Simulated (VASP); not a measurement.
# MnS (P6_3mc) in VASP: further runs, part 2 of 2

VASP 6.6.1. Earlier steps stand in the parts before.

## 3. Single point, PBEsol, collinear spin, ferromagnetic start (22.75 Å³/atom)

This run uses another cell than the first one, of 22.75 Å³/atom.

INCAR reads:

```
PREC = Accurate
ENCUT = 520
EDIFF = 1E-7
ISMEAR = -1
SIGMA = 0.05
LREAL = False
LASPH = True
NELM = 150
ALGO = Normal
ISIF = 2
LWAVE = False
LCHARG = False
ISPIN = 2
MAGMOM = 4 4 0 0
LORBIT = 11
LMAXMIX = 4
GGA = PS
NBANDS = 31
```

KPOINTS reads:

```
Automatic mesh
0
Gamma
  8 8 4
```

POSCAR reads:

```
MnS
1.0
    4.0311177254      0.0000000000      0.0000000000
   -2.0155588628      3.4910503559      0.0000000000
    0.0000000000      0.0000000000      6.4669237522
Mn S
2 2
Direct
    0.6666666667      0.3333333333      0.4988446700
    0.3333333333      0.6666666667      0.9988446700
    0.3333333333      0.6666666667      0.6261543000
    0.6666666667      0.3333333333      0.1261543000
```

Potentials or basis: VASP PAW PBE potentials, release 64 (Mn_pv, S).

Launch:

```sh
$ cat potpaw_PBE.64/Mn_pv/POTCAR potpaw_PBE.64/S/POTCAR > POTCAR
$ mpirun -np 1 vasp_std > vasp.out
```

OUTCAR:

```text
PREC = Accurate
   ENCUT = 520
   EDIFF = 1E-7
   ISMEAR = -1
   LREAL = False
   LASPH = True
   NELM = 150
   ISIF = 2
   ISPIN = 2
   LORBIT = 11
   GGA = PS

 ion  position               nearest neighbor table
   1  0.667  0.333  0.499-   4 2.41   3 2.47   3 2.47   3 2.47
   2  0.333  0.667  0.999-   3 2.41   4 2.47   4 2.47   4 2.47
   3  0.333  0.667  0.626-   2 2.41   1 2.47   1 2.47   1 2.47
   4  0.667  0.333  0.126-   1 2.41   2 2.47   2 2.47   2 2.47

  LATTYP: Found a hexagonal cell.
 ALAT       =     4.0311177254
 C/A-ratio  =     1.6042507792

  Lattice vectors:

 A1 = (   4.0311177254,   0.0000000000,   0.0000000000)
 A2 = (  -2.0155588628,   3.4910503559,   0.0000000000)
 A3 = (   0.0000000000,   0.0000000000,   6.4669237522)

Analysis of symmetry for initial positions (statically):
=====================================================================
 Subroutine PRICEL returns:
 Original cell was already a primitive cell.
[... 1841 lines left out ...]

  FORCE on cell =-STRESS in cart. coord.  units (eV):
  Direction    XX          YY          ZZ          XY          YZ          ZX
  --------------------------------------------------------------------------------------
  -------------------------------------------------------------------------------------
  Total       -2.2016687     -2.2016687     -1.1986923      0.0000000      0.0000000      0.0000000
  in kB      -38.7599502    -38.7599502    -21.1027453      0.0000000      0.0000000      0.0000000
  external PRESSURE =     -32.8742152 kB  Pullay stress =       0.0000000 kB

 VOLUME and BASIS-vectors are now :
 -----------------------------------------------------------------------------
  energy-cutoff  :      520.00
  volume of cell :       91.01
      direct lattice vectors                 reciprocal lattice vectors
     4.031117725  0.000000000  0.000000000     0.248070155  0.143223371  0.000000000
    -2.015558863  3.491050356  0.000000000     0.000000000  0.286446742  0.000000000
     0.000000000  0.000000000  6.466923752     0.000000000  0.000000000  0.154633028

 POSITION                                       TOTAL-FORCE (eV/Angst)
 -----------------------------------------------------------------------------------
      2.01556      1.16368      3.22599         0.000000      0.000000      0.218900
     -0.00000      2.32737      6.45945         0.000000     -0.000000      0.218900
     -0.00000      2.32737      4.04929         0.000000     -0.000000     -0.218900
      2.01556      1.16368      0.81583        -0.000000      0.000000     -0.218900
 -----------------------------------------------------------------------------------
    total drift:                                0.000000      0.000001      0.000490

  FREE ENERGIE OF THE ION-ELECTRON SYSTEM (eV)
  ---------------------------------------------------
  free  energy   TOTEN  =       -29.4757514749 eV

  energy  without entropy=      -29.4704890730  energy(sigma->0) =      -29.47312027

 total charge

# of ion       s       p       d       tot
------------------------------------------
    1        0.256   6.202   4.889  11.347
    2        0.256   6.202   4.889  11.347
    3        1.309   2.414   0.000   3.723
    4        1.309   2.414   0.000   3.723
--------------------------------------------------
tot          3.131  17.232   9.777  30.140

 magnetization (x)

# of ion       s       p       d       tot
------------------------------------------
    1        0.048   0.064   4.253   4.366
    2        0.048   0.064   4.253   4.366
    3        0.011   0.079   0.000   0.089
    4        0.011   0.079   0.000   0.089
--------------------------------------------------
tot          0.118   0.286   8.507   8.911
```

OSZICAR:

```text
N       E                     dE             d eps       ncg     rms          rms(c)
DAV:   1     0.362364919596E+03    0.36236E+03   -0.20596E+04  3928   0.125E+03
DAV:   2    -0.483857863207E+01   -0.36720E+03   -0.34719E+03  3839   0.358E+02
DAV:   3    -0.312210817881E+02   -0.26383E+02   -0.25843E+02  4449   0.101E+02
DAV:   4    -0.318289355002E+02   -0.60785E+00   -0.60698E+00  4155   0.157E+01
DAV:   5    -0.318398876359E+02   -0.10952E-01   -0.10950E-01  4544   0.235E+00    0.149E+01
DAV:   6    -0.295416736525E+02    0.22982E+01   -0.15009E+01  4129   0.378E+01    0.151E+01
DAV:   7    -0.294878818478E+02    0.53792E-01   -0.21643E+00  3916   0.139E+01    0.866E+00
DAV:   8    -0.294826170868E+02    0.52648E-02   -0.13637E-01  4474   0.292E+00    0.464E+00
DAV:   9    -0.294719705966E+02    0.10646E-01   -0.39460E-02  3954   0.156E+00    0.478E-01
DAV:  10    -0.294752753021E+02   -0.33047E-02   -0.80496E-03  3993   0.562E-01    0.203E-01
DAV:  11    -0.294755610512E+02   -0.28575E-03   -0.65805E-04  4487   0.195E-01    0.153E-01
DAV:  12    -0.294756765697E+02   -0.11552E-03   -0.26006E-04  4105   0.797E-02    0.118E-01
DAV:  13    -0.294757243876E+02   -0.47818E-04   -0.29796E-05  4070   0.328E-02    0.561E-02
DAV:  14    -0.294757462021E+02   -0.21814E-04   -0.26123E-05  3944   0.332E-02    0.155E-02
DAV:  15    -0.294757504878E+02   -0.42857E-05   -0.23918E-06  4406   0.113E-02    0.313E-03
DAV:  16    -0.294757511266E+02   -0.63884E-06   -0.39935E-07  3542   0.341E-03    0.153E-03
DAV:  17    -0.294757514746E+02   -0.34798E-06   -0.34341E-07  3595   0.250E-03    0.721E-04
DAV:  18    -0.294757514749E+02   -0.25466E-09   -0.15140E-08  2864   0.769E-04
   1 F= -.29475751E+02 E0= -.29473120E+02  d E =-.526240E-02  mag=     9.9621
```

stdout:

```text
POSCAR found type information on POSCAR MnS
 POSCAR found :  2 types and       4 ions
 scaLAPACK will be used
 -----------------------------------------------------------------------------
|                                                                             |
|                                                                             |
|     You enforced a specific xc type in the INCAR file but a different       |
|     I HOPE YOU KNOW WHAT YOU ARE DOING!                                     |
|                                                                             |
 -----------------------------------------------------------------------------

 LDA part: xc-table for (Slater+PW92), standard interpolation
 POSCAR, INCAR and KPOINTS ok, starting setup
 FFT: planning ... GRIDC
 FFT: planning ... GRID_SOFT
 FFT: planning ... GRID
 WAVECAR not read
 entering main loop
```

It took 78 s on 1 thread of Intel Xeon 6975P-C (Granite Rapids), shared host; peak memory 0.3 GiB.

What came out:

```yaml
Free_energy: -29.4758 eV
Pressure: -3.3 GPa
Largest_force: 0.219 eV/Å
Band_gap_on_the_k_mesh: zero (filled and empty bands overlap)
Net_moment: 9.96 μB per cell
Site_moments: Mn +4.37; S +0.09 μB
Valence_electrons_inside_the_program's_atomic_spheres: Mn 11.35; S 3.72
```

Forces on the atoms (eV/Å):
```
Mn   0.000  0.000  0.219
Mn   0.000  0.000  0.219
S    0.000  0.000 -0.219
S    0.000  0.000 -0.219
```

Stress tensor (GPa, compression positive):
```
-3.88  0.00  0.00
 0.00 -3.88  0.00
 0.00  0.00 -2.11
```

Caveat: the cell stands under tension; the PAW data sets were made with another functional, which shifts forces and pressure a little; semilocal functionals often make such compounds metallic where correlation or magnetic order opens a gap, which also shifts bond lengths; the run started ferromagnetic, and an antiferromagnetic order may lie lower in energy. With open d or f shells a metallic result of PBEsol can be an artefact of self-interaction; +U or a hybrid may open a gap.

## 4. Single point, PBEsol, collinear spin, ferromagnetic start

This run uses another cell than the first one, of 21.46 Å³/atom.

INCAR reads:

```
ALGO = Normal
EDIFF = 1E-6
ENCUT = 680
GGA = PS
GGA_COMPAT = False
ISIF = 2
ISMEAR = -1
ISPIN = 2
LASPH = True
LCHARG = False
LMAXMIX = 4
LORBIT = 11
LREAL = False
LWAVE = False
MAGMOM = 8 8 0 0
NBANDS = 33
NELM = 200
NUPDOWN = 16.0
PREC = Accurate
SIGMA = 0.05
```

KPOINTS reads:

```
k-points
0
Gamma
  7 7 4
```

POSCAR reads:

```
MnS
1.0
    3.9535769233      0.0000000000      0.0000000000
   -1.9767884617      3.4238980514      0.0000000000
    0.0000000000      0.0000000000      6.3425288600
Mn S
2 2
Direct
    0.6666666667      0.3333333333      0.4988446700
    0.3333333333      0.6666666667      0.9988446700
    0.3333333333      0.6666666667      0.6261543000
    0.6666666667      0.3333333333      0.1261543000
```

Potentials or basis: VASP PAW PBE potentials, release 64 (Mn_sv, S).

Launch:

```sh
$ cat potpaw_PBE.64/Mn_sv/POTCAR potpaw_PBE.64/S/POTCAR > POTCAR
$ mpirun -np 1 vasp_std > vasp.out
```

Wall time 2.9 min (1 thread of Intel Xeon Platinum 8375C at 2.90GHz (Ice Lake), shared host); peak memory 0.37 GiB.

The run converged. Its results:

```yaml
Free_energy: -8.8821 eV
Pressure: 30.7 GPa
Largest_force: 0.150 eV/Å
Net_moment: 16.00 μB per cell
Site_moments: Mn +4.54; S +1.04 μB
Valence_electrons_inside_the_program's_atomic_spheres: Mn 12.78; S 3.52
```

Forces in eV/Å, atoms in the order of the input:
```
Mn   0.000  0.000  0.150
Mn   0.000  0.000  0.150
S    0.000  0.000 -0.150
S    0.000  0.000 -0.150
```

Stress tensor (GPa, compression positive):
```
30.38  0.00  0.00
 0.00 30.38  0.00
 0.00  0.00 31.20
```

Caveat: the cell stands under pressure; the PAW data sets were made with another functional, which shifts forces and pressure a little; the total moment is fixed, so each spin has its own Fermi level and the state may be an excited one; the run started ferromagnetic, and an antiferromagnetic order may lie lower in energy.

## 5. The runs side by side

| potentials or basis | fixed moment (μB) | cell | k mesh | cutoff (eV) | gap on the mesh (eV) | pressure (GPa) | moment (μB) | largest force (eV/Å) |
| --- | --- | --- | --- | --- | --- | --- | --- | --- |
| VASP PAW PBE potentials, release 64 (Mn_pv, S) | - | a = 4.006, b = 4.006, c = 6.426 Å, angles 90.0, 90.0, 120.0°, 4 atoms | 8 × 8 × 4 | 520 | none | -2.4 | 9.93 | 0.24 |
| VASP PAW PBE potentials, release 64 (Mn_pv, S) | - | a = 4.031, b = 4.031, c = 6.467 Å, angles 90.0, 90.0, 120.0°, 4 atoms | 8 × 8 × 4 | 520 | none | -3.3 | 9.96 | 0.22 |
| VASP PAW PBE potentials, release 64 (Mn_sv, S) | 16.0 | a = 3.954, b = 3.954, c = 6.343 Å, angles 90.0, 90.0, 120.0°, 4 atoms | 7 × 7 × 4 | 680 | - | 30.7 | 16.00 | 0.15 |

Alike in all rows: task single point; level PBEsol; spin collinear, ferromagnetic start; smearing fermi-dirac 0.05 eV.

Caveats: the PAW data sets were made with another functional, which shifts forces and pressure a little; the run started ferromagnetic, and an antiferromagnetic order may lie lower in energy; semilocal functionals often make such compounds metallic where correlation or magnetic order opens a gap, which also shifts bond lengths (at least some runs); the cell stands under tension (at least some runs); the cell stands under pressure (at least some runs); the total moment is fixed, so each spin has its own Fermi level and the state may be an excited one (at least some runs).

Absolute energies hang on the potentials; compare differences alone.
